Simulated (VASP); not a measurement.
# Sc5Al11N16 (P1) in VASP: a series of runs

The runs below take Sc5Al11N16 through single point, with PBE.

Program: VASP 6.6.1. These are calculated values, not measurements. Logs are shortened: lines on timing, memory, paths and dates and some standing lists are left out, and cuts for length are marked.

### 1 The cell of the first run

The typed cell holds 32 atoms: a = 6.585 Å, b = 6.554 Å, c = 10.190 Å, α = 90.07°, β = 89.84°, γ = 120.07°.

### 2 Single point, PBE

INCAR

```
SYSTEM = Sc5Al11N16
PREC = Accurate ; ENCUT = 520
EDIFF = 1E-7 ; ISMEAR = 0
SIGMA = 0.01 ; LREAL = Auto
LASPH = .True. ; NELM = 100
ALGO = Normal ; ISIF = 2
LWAVE = .False. ; LCHARG = .False.
GGA = PE ; NBANDS = 106
```

KPOINTS

```
Automatic mesh
0
Gamma
  4 4 3
  0 0 0
```

POSCAR

```
Sc5Al11N16
1.0
    6.5850891287      0.0046492738      0.0089870379
   -3.2885181751      5.6697705359     -0.0038552514
    0.0140248029      0.0011501444     10.1899259289
Al Sc N
11 5 16
Direct
    0.3373124269      0.1663767083      0.7556158486
    0.1714099986      0.8325060708     -0.0062740428
    0.3375481496      0.6704696799      0.2459299455
    0.3387364527      0.6725450952      0.7541283859
    0.6681787231      0.3284001510     -0.0061528675
    0.8269155833      0.1641098369      0.2495491393
    0.6659506830      0.3331513620      0.5046241884
    0.8264424330      0.1625529333      0.7495943868
    0.6623847263      0.8386149310     -0.0026219474
    0.6645953373      0.8323177220      0.5002422415
    0.8307645916      0.6670940752      0.7532498175
    0.1606296695      0.3343933823     -0.0091653703
    0.3410658364      0.1661321043      0.2407998058
    0.1671579443      0.3349271988      0.4973394626
    0.1685254838      0.8320865242      0.5026354894
    0.8312579920      0.6645858262      0.2402282893
    0.1550847950      0.3398231475      0.2007193795
    0.3528557244      0.1754988280      0.4459666339
    0.1670999886      0.3338434476      0.7102119780
    0.3437280028      0.1599991312      0.9447991994
    0.1754985784      0.8205230306      0.1827404791
    0.3543230984      0.6782764845      0.4344719832
    0.1657110851      0.8328591301      0.7083244324
    0.3457710006      0.6866469267      0.9389993534
    0.6812076693      0.3238768502      0.1790902366
    0.8115135973      0.1569624437      0.4408533154
    0.6671561082      0.3343128341      0.6956734054
    0.8111175364      0.1546888006      0.9345254444
    0.6575333984      0.8444293987      0.1849646015
    0.8158975201      0.6575086536      0.4483977328
    0.6657233457      0.8325110313      0.6916341059
    0.8309025201      0.6679762604      0.9449049469
```

Potentials or basis: VASP PAW PBE potentials, release 64 (Al, Sc_sv, N).

Launch:

```bash
cat potpaw_PBE.64/Al/POTCAR potpaw_PBE.64/Sc_sv/POTCAR potpaw_PBE.64/N/POTCAR > POTCAR
mpirun -np 1 vasp_std > vasp.out
```

OUTCAR:

```text
SYSTEM = Sc5Al11N16
   PREC = Accurate
   ENCUT = 520
   EDIFF = 1E-7
   ISMEAR = 0
   LREAL = Auto
   LASPH = .True.
   NELM = 100
   ISIF = 2
   GGA = PE

 ion  position               nearest neighbor table
   1  0.337  0.166  0.756-  20 1.93  23 1.95  27 1.98  19 1.98   2 3.08   5 3.08  12 3.09   7 3.17
                            15 3.20   8 3.23   4 3.24  11 3.26  14 3.27  11 3.30   4 3.31   8 3.35
   2  0.171  0.833  0.994-  24 1.91  20 1.92  21 1.93  32 2.00   4 3.07   1 3.08  11 3.13  13 3.15
                            16 3.17   3 3.18   9 3.21  12 3.23   5 3.26   5 3.31  12 3.33
   3  0.338  0.670  0.246-  21 1.89  22 1.92  29 1.93  17 1.93   9 3.13   2 3.18  14 3.19  10 3.20
                            15 3.22  12 3.22   6 3.23  13 3.24  16 3.27  16 3.32  13 3.32   6 3.34
   4  0.339  0.673  0.754-  24 1.89  23 1.96  31 1.97  19 1.97   2 3.07  12 3.08   9 3.09  15 3.18
                            10 3.18   8 3.21   1 3.24  14 3.24  11 3.26   1 3.31  11 3.33   8 3.35
   5  0.668  0.328  0.994-  25 1.89  28 1.90  20 1.92  32 1.99   1 3.08   8 3.09  11 3.11  13 3.13
                            16 3.15   9 3.19   6 3.19  12 3.22   2 3.26   2 3.31  12 3.36   9 3.36
   6  0.827  0.164  0.250-  25 1.88  29 1.93  17 1.94  26 1.95   9 3.16  10 3.17  14 3.19   5 3.19
                             7 3.20  13 3.21   3 3.23  12 3.25  16 3.27  16 3.29   3 3.34  13 3.38
   7  0.666  0.333  0.505-  18 1.88  30 1.93  26 1.94  27 1.95   8 3.13  11 3.16   1 3.17   6 3.20
                            13 3.27  15 3.28  10 3.28  10 3.28  16 3.28  15 3.29  14 3.29  14 3.30
   8  0.826  0.163  0.750-  28 1.89  31 1.96  27 1.96  19 1.98   5 3.09  12 3.11   9 3.12   7 3.13
                            10 3.16   4 3.21  14 3.22   1 3.23  11 3.26  11 3.29   1 3.35   4 3.35
   9  0.662  0.839  0.997-  24 1.90  28 1.90  29 1.91  32 2.00   4 3.09   8 3.12   3 3.13  11 3.15
                            16 3.16   6 3.16   5 3.19   2 3.21  12 3.26  12 3.30   5 3.36
  10  0.665  0.832  0.500-  22 1.89  30 1.93  26 1.94  31 1.95   8 3.16   6 3.17   4 3.18   3 3.20
                            11 3.20  16 3.26  14 3.26  15 3.27   7 3.28   7 3.28  14 3.30  15 3.32
  11  0.831  0.667  0.753-  32 1.95  23 1.96  27 1.98  31 1.98   5 3.11   2 3.13   9 3.15   7 3.16
                            15 3.19  10 3.20   4 3.26   8 3.26   1 3.26   8 3.29   1 3.30   4 3.33
  12  0.161  0.334  0.991-  24 2.07  28 2.07  20 2.09  17 2.14   4 3.08   1 3.09   8 3.11   5 3.22
                             3 3.22   2 3.23  13 3.23   6 3.25   9 3.26   9 3.30   2 3.33   5 3.36
  13  0.341  0.166  0.241-  25 2.04  21 2.05  17 2.09  18 2.09   5 3.13   2 3.15   6 3.21  12 3.23
                             3 3.24  16 3.24  14 3.26   7 3.27  15 3.27   3 3.32  16 3.32   6 3.38
  14  0.167  0.335  0.497-  18 2.03  22 2.05  26 2.11  19 2.17   6 3.19   3 3.19   8 3.22   4 3.24
                            15 3.25  13 3.26  10 3.26   1 3.27   7 3.29   7 3.30  10 3.30  15 3.30
  15  0.169  0.832  0.503-  18 2.03  22 2.06  30 2.09  23 2.10   4 3.18  11 3.19   1 3.20   3 3.22
                            14 3.25  10 3.27  13 3.27   7 3.28   7 3.29  16 3.30  14 3.30  10 3.32
  16  0.831  0.665  0.240-  25 2.03  21 2.05  29 2.09  30 2.12   5 3.15   9 3.16   2 3.17  13 3.24
                            10 3.26   6 3.27   3 3.27   7 3.28   6 3.29  15 3.30   3 3.32  13 3.32
  17  0.155  0.340  0.201-   3 1.93   6 1.94  13 2.09  12 2.14
  18  0.353  0.175  0.446-   7 1.88  15 2.03  14 2.03  13 2.09
  19  0.167  0.334  0.710-   4 1.97   1 1.98   8 1.98  14 2.17
  20  0.344  0.160  0.945-   5 1.92   2 1.92   1 1.93  12 2.09
  21  0.175  0.821  0.183-   3 1.89   2 1.93  13 2.05  16 2.05
  22  0.354  0.678  0.434-  10 1.89   3 1.92  14 2.05  15 2.06
[... 8 lines left out ...]
  31  0.666  0.833  0.692-  10 1.95   8 1.96   4 1.97  11 1.98
  32  0.831  0.668  0.945-  11 1.95   5 1.99   9 2.00   2 2.00

  LATTYP: Found a triclinic cell.
 ALAT       =     6.5850969025
 B/A-ratio  =     0.9953442808
 C/A-ratio  =     1.5474237959
 COS(alpha) =     0.0011810946
 COS(beta)  =     0.0027411696
 COS(gamma) =     0.5011133307

  Lattice vectors:

 A1 = (  -6.5850891287,  -0.0046492738,  -0.0089870379)
 A2 = (  -3.2885181751,   5.6697705359,  -0.0038552514)
 A3 = (  -0.0140248029,  -0.0011501444, -10.1899259289)

Analysis of symmetry for initial positions (statically):
=====================================================================
 Subroutine PRICEL returns:
 Original cell was already a primitive cell.

 Routine SETGRP: Setting up the symmetry group for a
 triclinic supercell.

 Subroutine GETGRP returns: Found  1 space group operations
 (whereof  1 operations were pure point group operations)
 out of a pool of  2 trial point group operations.

The static configuration has the point symmetry C_1 .

Analysis of symmetry for dynamics (positions and initial velocities):
=====================================================================
 Subroutine PRICEL returns:
 Original cell was already a primitive cell.

 Routine SETGRP: Setting up the symmetry group for a
 triclinic supercell.

 Subroutine GETGRP returns: Found  1 space group operations
 (whereof  1 operations were pure point group operations)
 out of a pool of  2 trial point group operations.
[... 89 lines left out ...]

----------------------------------------------------------------------------------------

 KPOINTS: Automatic mesh

Automatic generation of k-mesh.
 Grid dimensions read from file:
 generate k-points for:    4    4    3

 Generating k-lattice:

  Cartesian coordinates                     Fractional coordinates (reciprocal lattice)
     0.037949093  0.022010780 -0.000054715     0.250000000  0.000000000 -0.000000000
    -0.000031112  0.044075447 -0.000004932    -0.000000000  0.250000000  0.000000000
    -0.000044641 -0.000003649  0.032712109    -0.000000000  0.000000000  0.333333333

  Length of vectors
     0.043870389  0.044075458  0.032712139

  Shift w.r.t. Gamma in fractional coordinates (k-lattice)
     0.000000000  0.000000000  0.000000000

 Subroutine IBZKPT returns following result:
 ===========================================

 Found     26 irreducible k-points:

 Following reciprocal coordinates:
            Coordinates               Weight
  0.000000  0.000000  0.000000      1.000000
  0.250000 -0.000000  0.000000      2.000000
  0.500000 -0.000000  0.000000      1.000000
  0.000000  0.250000  0.000000      2.000000
  0.250000  0.250000  0.000000      2.000000
  0.500000  0.250000  0.000000      2.000000
[... 16 lines left out ...]
  0.000000 -0.250000  0.333333      2.000000
  0.250000 -0.250000  0.333333      2.000000
 [... further k-points ...]
   k-points           NKPTS =     26   k-points in BZ     NKDIM =     26   number of bands    NBANDS=    106
   number of dos      NEDOS =    301   number of ions     NIONS =     32
   total plane-waves  NPLWV = 200000
   dimension x,y,z NGX =    50 NGY =   50 NGZ =   80
   dimension x,y,z NGXF=   100 NGYF=  100 NGZF=  160
   ions per type =              11   5  16
   NGX,Y,Z   is equivalent  to a cutoff of  12.62, 12.68, 13.05 a.u.
   NGXF,Y,Z  is equivalent  to a cutoff of  25.25, 25.36, 26.10 a.u.
 SYSTEM =  Sc5Al11N16
   PREC   = accura    normal or accurate (medium, high low for compatibility)
   ISTART =      0    job   : 0-new  1-cont  2-samecut
   ICHARG =      2    charge: 1-file 2-atom 10-const
   ISPIN  =      1    spin polarized calculation?
   LNONCOLLINEAR =      F non collinear calculations
   LSORBIT =      F    spin-orbit coupling
   LASPH  =      T    aspherical Exc in radial PAW
   ENCUT  =  520.0 eV  38.22 Ry    6.18 a.u.  12.24 12.19 18.95*2*pi/ulx,y,z
   NELM   =    100;   NELMIN=  2; NELMDL= -5     # of ELM steps
   EDIFF  = 0.1E-06   stopping-criterion for ELM
   LREAL  =      T    real-space projection
   EDIFFG = 0.1E-05   stopping-criterion for IOM
   NSW    =      0    number of steps for IOM
   IBRION =     -1    ionic relax: 0-MD 1-quasi-New 2-CG
   NFREE  =      0    steps in history (QN), initial steepest desc. (CG)
   ISIF   =      2    stress and relaxation
   ISYM   =      2    0-nonsym 1-usesym 2-fastsym
   POTIM  = 0.5000    time-step for ionic-motion
   TEBEG  =    0.0;   TEEND  =   0.0 temperature during run
   PSTRESS=    0.0 pullay stress
   NELECT =     168.0000    total number of electrons
   NUPDOWN=      -1.0000    fix difference up-down
   EMIN   =  10.00;   EMAX   =-10.00  energy-range for DOS
   EFERMI =   0.00;   METHOD = LEGACY
   ISMEAR =     0;   SIGMA  =   0.01  broadening in eV -4-tet -1-fermi 0-gaus
   EFERMI_NEDOS =   21; number of points for ismear=-14 and -15
   IALGO  =     38    algorithm
   IMIX   =      4    mixing-type and parameters
     AMIX     =   0.40;   BMIX     =  1.00
     AMIX_MAG =   1.60;   BMIX_MAG =  1.00
  volume/ion in A,a.u.               =      11.89        80.26
  Fermi-wavevector in a.u.,A,eV,Ry     =   1.246483  2.355510 21.139627  1.553719
  Thomas-Fermi vector in A             =   2.380658
   LORBIT       =      0    0 simple, 1 ext, 2 COOP (PROOUT), +10 PAW based schemes
   GGA     = PE    functional components
   LHFCALC =     F    Hartree Fock is set to
   AEXX    =    0.0000 exact exchange contribution
   IVDW    =     0    specifies the selected vdW correction
   LEPSILON=     F    determine dielectric tensor
   LRPA    =     F    only Hartree local field effects (RPA)
 non-spin polarized calculation
 Gauss-broadening in eV      SIGMA  =   0.01
  energy-cutoff  :      520.00
  volume of cell :      380.61
 maximum number of plane-waves:     10274
 NGX is ok and might be reduce to    50
   NGX = 25   NGY = 25   NGZ = 37

 number of electron     167.9999986 magnetization

 Free energy of the ion-electron system (eV)
  ---------------------------------------------------
  ext. energy  EPLUGINS =         0.00000000
  ---------------------------------------------------
  free energy    TOTEN  =      -250.98175806 eV

  energy without entropy =     -250.98175806  energy(sigma->0) =     -250.98175806

 E-fermi :   4.7340     XC(G=0): -10.6692

 val. band max:        4.6745521929   @ k =   0.0000   0.0000   0.0000
 cond. band min:       8.0402034851   @ k =   0.0000   0.0000   0.0000
 fundamental gap:      3.3656512921
 Fermi energy:         4.7340336196

 k-point     1 :       0.0000    0.0000    0.0000
  band No.  band energies     occupation
      1     -42.3797      2.00000
      2     -42.3652      2.00000
      3     -42.2075      2.00000
      4     -42.1788      2.00000
      5     -42.1331      2.00000
      6     -21.3008      2.00000
[... 2365 lines left out ...]
     95       9.6150      0.00000
     96       9.6623      0.00000

 [... further k-points ...]

 [bands above 96 left out]

------------------------ aborting loop because EDIFF is reached ----------------------------------------

  FORCE on cell =-STRESS in cart. coord.  units (eV):
  Direction    XX          YY          ZZ          XY          YZ          ZX
  --------------------------------------------------------------------------------------
  -------------------------------------------------------------------------------------
  Total       -4.4621786     -4.5228010     -2.4208840     -0.0238569     -0.0045931     -0.0563033
  in kB      -18.7837532    -19.0389463    -10.1908263     -0.1004268     -0.0193347     -0.2370114
  external PRESSURE =     -16.0045086 kB  Pullay stress =       0.0000000 kB

 VOLUME and BASIS-vectors are now :
 -----------------------------------------------------------------------------
  energy-cutoff  :      520.00
  volume of cell :      380.61
      direct lattice vectors                 reciprocal lattice vectors
     6.585089129  0.004649274  0.008987038     0.151796371  0.088043119 -0.000218861
    -3.288518175  5.669770536 -0.003855251    -0.000124448  0.176301787 -0.000019728
     0.014024803  0.001150144 10.189925929    -0.000133924 -0.000010948  0.098136326

 POSITION                                       TOTAL-FORCE (eV/Angst)
 -----------------------------------------------------------------------------------
      1.68470      0.94576      7.70206        -0.000879      0.002833      0.004044
     -1.59502      4.72206     10.12432         0.001656     -0.001616      0.002318
      0.02138      3.80326      2.50646         0.000410     -0.002115     -0.000189
      0.02951      3.81562      7.68496         0.001286     -0.001247      0.002164
      3.33401      1.86620     10.13197         0.002115     -0.003627      0.001896
      4.90913      0.93460      2.54969         0.000585      0.000013     -0.000839
[... 24 lines left out ...]
      1.65582      4.72404      7.05047        -0.001486      0.000363     -0.004152
      3.28817      3.79222      9.63340        -0.001972     -0.000266     -0.003812
 -----------------------------------------------------------------------------------
    total drift:                                0.016372     -0.009285      0.008827

  FREE ENERGIE OF THE ION-ELECTRON SYSTEM (eV)
  ---------------------------------------------------
  free  energy   TOTEN  =      -250.9817580599 eV

  energy  without entropy=     -250.9817580599  energy(sigma->0) =     -250.98175806
```

It took 71 min on 1 thread of Oxide Virtual Turin-like, shared host; peak memory 0.84 GiB.

Results:

* Free energy: -250.9818 eV
* Pressure: -1.6 GPa
* Largest force: 0.083 eV/Å
* Band gap on the k mesh: 3.37 eV

Forces in eV/Å, atoms in the order of the input:
```
Al  -0.001  0.003  0.004
Al   0.002 -0.002  0.002
Al   0.000 -0.002  0.000
Al   0.001 -0.001  0.002
Al   0.002 -0.004  0.002
Al   0.001  0.000 -0.001
Al   0.002  0.000  0.001
Al   0.000 -0.001  0.001
Al  -0.002  0.000  0.001
Al   0.002  0.002  0.000
Al   0.002  0.000  0.004
Sc   0.001 -0.004  0.004
Sc  -0.013  0.004 -0.002
Sc  -0.018 -0.003  0.014
Sc  -0.006 -0.013  0.002
Sc  -0.010  0.010  0.009
N   -0.055  0.030  0.034
N    0.066  0.038  0.019
N    0.001  0.001  0.038
N    0.051 -0.027 -0.019
N    0.059 -0.036 -0.039
N    0.060  0.036 -0.044
N    0.000  0.001  0.053
N    0.003  0.060 -0.017
N    0.063 -0.034 -0.041
N   -0.050 -0.028 -0.018
N    0.000  0.000 -0.005
N   -0.052 -0.030 -0.017
N   -0.050  0.030 -0.016
N   -0.054 -0.031  0.037
N   -0.001  0.000 -0.004
N   -0.002  0.000 -0.004
```

Stress tensor (GPa, compression positive):
```
-1.88 -0.01 -0.02
-0.01 -1.90  0.00
-0.02  0.00 -1.02
```

A k mesh can miss the band edges.

### 3 Single point, PBE

This run uses another cell than the first one, of 11.78 Å³/atom.

INCAR

```
SYSTEM = Sc5Al11N16
ALGO     = Normal         ! electronic algorithm
EDIFF    = 1E-7           ! SCF threshold, eV
ENCUT    = 520            ! plane-wave cutoff, eV
GGA      = PE             ! functional
ISIF     = 2              ! what is computed and relaxed
ISMEAR   = 0              ! smearing method
LASPH    = .TRUE.         ! aspherical terms in the spheres
LCHARG   = .TRUE.         ! write CHGCAR
LELF     = .TRUE.         ! ELF
LREAL    = Auto         
LVHAR    = .TRUE.       
LWAVE    = .FALSE.        ! write WAVECAR
NBANDS   = 106            ! bands
NELM     = 100            ! most SCF steps
PREC     = Accurate       ! precision mode
SIGMA    = 0.01           ! smearing width, eV
```

KPOINTS

```
k-points
0
G
  4 4 3
  0 0 0
```

POSCAR

```
Sc5Al11N16
1.0
    6.5523274912      0.0046261431      0.0089870379
   -3.2721573882      5.6415627223     -0.0038552514
    0.0139550278      0.0011444223     10.1899259289
Al Sc N
11 5 16
Direct
    0.3372779994      0.1665824270      0.7557250914
    0.1710278243      0.8324469725     -0.0063848591
    0.3375551932      0.6704076889      0.2459584474
    0.3386870353      0.6723711920      0.7543033967
    0.6682068594      0.3287571533     -0.0061632597
    0.8269826945      0.1639998610      0.2496964862
    0.6661236730      0.3331960180      0.5049057405
    0.8266269278      0.1626774623      0.7496849829
    0.6625789110      0.8383996056     -0.0025701890
    0.6646888732      0.8324413634      0.5004049649
    0.8306655247      0.6671258807      0.7533027042
    0.1605105936      0.3343180560     -0.0084971122
    0.3410941971      0.1659151728      0.2413049852
    0.1670255793      0.3349792564      0.4977094346
    0.1685710647      0.8319753658      0.5032984512
    0.8313537947      0.6646376966      0.2407919058
    0.1550993104      0.3396794612      0.2007987979
    0.3528387556      0.1754156832      0.4459283042
    0.1670633938      0.3338772552      0.7099258147
    0.3436642846      0.1601492729      0.9444185302
    0.1753915624      0.8203955243      0.1820988839
    0.3543723470      0.6784259522      0.4339899806
    0.1656679062      0.8328278797      0.7084893710
    0.3457665231      0.6865367150      0.9387833345
    0.6813290758      0.3239371114      0.1786741621
    0.8114141829      0.1569736903      0.4405640284
    0.6671856529      0.3343661333      0.6954993147
    0.8110951771      0.1546787981      0.9342340349
    0.6576471362      0.8443895302      0.1846820461
    0.8160127805      0.6575607706      0.4484746093
    0.6656699110      0.8325151067      0.6913819023
    0.8308052553      0.6680399435      0.9445857144
```

Potentials or basis: VASP PAW PBE potentials, release 64 (Al, Sc_sv, N).

Launch:

```bash
cat potpaw_PBE.64/Al/POTCAR potpaw_PBE.64/Sc_sv/POTCAR potpaw_PBE.64/N/POTCAR > POTCAR
mpirun -np 1 vasp_std > vasp.out
```

Wall time 77 min (1 thread of Oxide Virtual Turin-like, shared host); peak memory 0.85 GiB.

The run converged. Its results:

```
Free energy            : -251.0011 eV
Pressure               : 0.2 GPa
Largest force          : 0.085 eV/Å
Band gap on the k mesh : 3.42 eV
```

Forces on the atoms (eV/Å):
```
Al  -0.002  0.003  0.005
Al   0.003  0.001  0.002
Al   0.001 -0.002  0.000
Al   0.001  0.000  0.003
Al   0.000 -0.005  0.001
Al   0.000 -0.004 -0.002
Al   0.003  0.001  0.003
Al  -0.003 -0.001  0.003
Al  -0.003  0.003  0.002
Al   0.003  0.003  0.002
Al   0.003 -0.001  0.003
Sc   0.002 -0.005  0.004
Sc  -0.013  0.005 -0.002
Sc  -0.019 -0.003  0.014
Sc  -0.006 -0.012  0.003
Sc  -0.011  0.008  0.012
N   -0.055  0.030  0.036
N    0.066  0.038  0.019
N    0.001  0.001  0.038
N    0.053 -0.027 -0.020
N    0.060 -0.037 -0.040
N    0.062  0.037 -0.045
N    0.000  0.001  0.052
N    0.004  0.061 -0.018
N    0.063 -0.033 -0.041
N   -0.050 -0.029 -0.018
N    0.001  0.000 -0.004
N   -0.053 -0.031 -0.019
N   -0.050  0.029 -0.017
N   -0.056 -0.031  0.037
N   -0.001  0.001 -0.003
N   -0.002 -0.001 -0.006
```

Levels at points of the mesh, in eV from the valence-band top:
```tsv
k point	band 80	band 81	band 82	band 83	band 84	band 85	band 86	band 87	band 88	band 89
(0.00, 0.00, 0.00)	-0.46	-0.35	-0.18	-0.11	0.00	3.42	3.80	3.84	4.01	4.10
(0.50, 0.00, 0.00)	-0.30	-0.25	-0.23	-0.20	-0.13	3.99	4.03	4.09	4.23	4.46
(0.00, 0.50, 0.00)	-0.33	-0.29	-0.26	-0.25	-0.07	3.86	3.99	4.13	4.20	4.25
(0.50, 0.50, 0.00)	-0.33	-0.27	-0.21	-0.20	-0.10	3.87	3.93	4.02	4.21	4.53
```

A k mesh can miss the band edges.
